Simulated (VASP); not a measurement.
Here is a VASP 6.6.1 calculation.

Contents of POSCAR:

```
SrO
1.0
   -0.0761832584      2.5713022736      2.5713022736
    2.5713022736     -0.0761832584      2.5713022736
    2.5713022736      2.5713022736     -0.0761832584
Sr O
1 1
Direct
    0.0000000000      0.0000000000      0.0000000000
    0.5000000000      0.5000000000      0.5000000000
```

File INCAR.step1:

```
SYSTEM = SrO
  ALGO = Normal
  EDIFF = 1E-4
  ENCUT = 520
  GGA = PE
  ISMEAR = 0
  LASPH = .True.
  LCHARG = .False.
  LREAL = .False.
  LWAVE = .True.
  NBANDS = 15
  NELM = 80
  PREC = Accurate
  SIGMA = 0.01
```

INCAR.step2

```
SYSTEM = SrO
  ALGO = Normal
  EDIFF = 1E-6
  ENCUT = 520
  ISIF = 2
  ISMEAR = 0
  ISTART = 1
  LASPH = .True.
  LCHARG = .False.
  LMIXTAU = .True.
  LREAL = .False.
  LWAVE = .False.
  METAGGA = R2SCAN
  NBANDS = 15
  NELM = 80
  PREC = Accurate
  SIGMA = 0.01
```

The input KPOINTS:

```
k-points
0
Gamma
  8 8 8
  0 0 0
```

Potentials or basis: VASP PAW PBE potentials, release 64 (Sr_sv, O).

Command:

```console
$ cat potpaw_PBE.64/Sr_sv/POTCAR potpaw_PBE.64/O/POTCAR > POTCAR
$ cp INCAR.step1 INCAR
$ mpirun -np 1 vasp_std > vasp.out
$ cp INCAR.step2 INCAR
$ mpirun -np 1 vasp_std > vasp.out
```

(1) Predict the pressure.

(2) Predict the band gap on the k mesh.

Results:

(1) -2.6 GPa.

(2) 3.69 eV (least direct gap 3.83 eV).

Caveat: the cell differs from its parent crystal (epitaxial 111 strain +2.6%); the PAW data sets were made with another functional, which shifts forces and pressure a little.
